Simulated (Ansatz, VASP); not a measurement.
**SnSe in VASP and in Ansatz**

```
Sn Se
1.0
     4.21934    0.00000    0.00000
     0.00000    4.21934    0.00000
     0.00000    0.00000    5.99303
Sn Se
2 2
Direct
  0.50000 0.00000 0.25009
  0.00000 0.50000 0.74991
  0.50000 0.00000 0.74990
  0.00000 0.50000 0.25010
```

Alike in both runs: task single point; functional PBE-based screened hybrid with a share of 0.4 of exact exchange and HFSCREEN = 0.2078; k mesh 4 × 4 × 2; no spin polarisation.

|  | VASP | Ansatz |
| --- | --- | --- |
| version | VASP 6.6.1 | Ansatz 0.2.0 |
| potentials or method | VASP PAW PBE potentials, release 64 (Sn_d, Se) | plane waves |
| plane-wave cutoff (eV) | 520 | 420 |
| occupations | gaussian, width 0.01 eV | fixed |
| valence electrons in the cell | 40 | 60 |

```csv
,VASP,Ansatz,Ansatz less VASP
gap on the k mesh at the Fermi level (eV),0.45,0.47,+0.016
pressure (GPa),-0.4,-0.3,+0.14
"traceless stress, the component that is largest in VASP (GPa)",4.14,4.22,+0.084
```

VASP's potentials were made for PBE, not for PBE-based screened hybrid. VASP's potentials hold 40 valence electrons a cell and Ansatz's 60, so a difference there can come from the potentials and not from the codes. Ansatz's warnings: stress exchange threshold loose, stress scf threshold loose.

The k mesh is coarse, so the values compare programs but aren't converged.
